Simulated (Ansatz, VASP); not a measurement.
Two plane-wave programs on Ru

```xyz
2
Lattice="2.6743 0.0000 0.0000 -1.3371 2.3160 0.0000 0.0000 0.0000 4.2260" Properties=species:S:1:pos:R:3 pbc="T T T"
Ru    0.0000    1.5440    1.0565
Ru    1.3371    0.7720    3.1695
```

Alike in both runs: functional LDA; k mesh 15 × 15 × 8; occupations gaussian, width 0.1 eV; no spin polarisation.

Ansatz relaxed the structure, and its values are those at the end. VASP's run is a single point on that final structure, the one shown.

|  | VASP | Ansatz |
| --- | --- | --- |
| version | VASP 6.6.1 | Ansatz 0.2.0 |
| potentials or method | VASP PAW LDA potentials, release 64 (Ru_pv), cutoff 520 eV | scalar-relativistic, plane waves, PAW |
| valence electrons in the cell | 28 | 32 |

```tsv
	VASP	Ansatz	Ansatz less VASP
gap on the k mesh at the Fermi level (eV)	none	none	-
pressure (GPa)	1.0	0.0	-0.96
```

Ansatz warns that its potentials were made for another functional, while VASP's fit it. LDA's correlation is that of Perdew and Zunger in VASP and of Perdew and Wang (1992) in Ansatz. A gap of «none» marks a metal or a gap that the smearing closes. VASP's potentials hold 28 valence electrons a cell and Ansatz's 32, so a difference there can come from the potentials and not from the codes.
